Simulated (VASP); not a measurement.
Set up this calculation in VASP 6.6.1, as the native input.

- Task: relaxation of cell and atoms
- Functional: LDA
- Potentials or basis: VASP PAW LDA potentials, release 64 (Au)
- Cutoff: 600 eV
- k mesh: 8 × 8 × 8
- Occupations: gaussian, width 0.1 eV
- Spin: no spin polarisation
- Dipole correction: no
- Further INCAR settings: ALGO = Normal; EDIFF = 1e-06; IBRION = 2; EDIFFG = -0.05; NSW = 100; ISIF = 3

The structure of Au lies in POSCAR:

```
Au
1.0
    0.0000000000      2.0856442700      2.0856442700
    2.0856442700      0.0000000000      2.0856442700
    2.0856442700      2.0856442700      0.0000000000
Au
1
Direct
    0.0000000000      0.0000000000      0.0000000000
```

These files were run (other wordings do the same):

INCAR

```
SYSTEM = Au
PREC = Accurate
ENCUT = 600
EDIFF = 1E-6
ISMEAR = 0
SIGMA = 0.1
LREAL = .False.
LASPH = .True.
NELM = 80
ALGO = Normal
ISIF = 3
LWAVE = .False.
LCHARG = .False.
GGA = CA
IBRION = 2
NSW = 100
EDIFFG = -0.05
```

KPOINTS

```
Automatic mesh
0
Gamma
  8 8 8
  0 0 0
```

Potentials or basis: VASP PAW LDA potentials, release 64 (Au).

Run with:

```sh
$ cat potpaw_LDA.64/Au/POTCAR > POTCAR
$ mpirun -np 1 vasp_std > vasp.out
```

It gave:

The relaxed volume is 16.73 Å³/atom. The relaxed cell is a = 2.871 Å, b = 2.871 Å, c = 2.871 Å, α = 60.00°, β = 60.00°, γ = 60.00°. The space group after relaxing (to 0.05 Å) is Fm-3m (No. 225), the energy gained by relaxing is 60.1 meV/atom and the ionic steps are 4. The pressure after relaxing is -0.2 GPa.

Run time: 8.2 s on 1 thread of Intel(R) Xeon(R) Platinum 8559C (Emerald Rapids) (shared host), peak memory 0.14 GiB.
